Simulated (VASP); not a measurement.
Set up this calculation in VASP 6.6.1, as the native input.

```yaml
Task: single point
Functional: PBE
Potentials_or_basis: VASP PAW PBE potentials, release 64 (Cu)
Cutoff: 600 eV
k_mesh: 8 × 8 × 8
Occupations: fermi-dirac, width 0.04 eV
Spin: no spin polarisation
Dipole_correction: no
Further_INCAR_settings: ALGO = Normal; EDIFF = 1e-06; NBANDS = 18
```

The structure of Cu lies in POSCAR:

```
Cu
1.0
    2.8855866400      0.0000000000      0.0000000000
    0.0000000000      2.8855866400      0.0000000000
    0.0000000000      0.0000000000      2.7521629000
Cu
2
Direct
    0.0000000000      0.0000000000      0.0000000000
    0.5000000000      0.5000000000      0.5000000000
```

The input as run:

INCAR

```
SYSTEM = Cu
PREC = Accurate ; ENCUT = 600
EDIFF = 1E-6 ; ISMEAR = -1
SIGMA = 0.04 ; LREAL = .False.
LASPH = .True. ; NELM = 120
ALGO = Normal ; ISIF = 2
LWAVE = .False. ; LCHARG = .False.
GGA = PE ; NBANDS = 18
GGA_COMPAT = .False.
```

KPOINTS

```
regular mesh
0
Gamma
  8 8 8
  0 0 0
```

Potentials or basis: VASP PAW PBE potentials, release 64 (Cu).

Command:

```bash
$ cat potpaw_PBE.64/Cu/POTCAR > POTCAR
$ mpirun -np 1 vasp_std > vasp.out
```

It gave:

```
Pressure               : 8.1 GPa
Band gap on the k mesh : zero (bands 11 and 12 overlap by 7.85 eV)
```

Caveat: the cell stands under pressure.

Wall time 11 s on 1 thread of AMD EPYC 9R45 96-Core Processor (Zen 5) (shared host), peak memory 0.13 GiB.
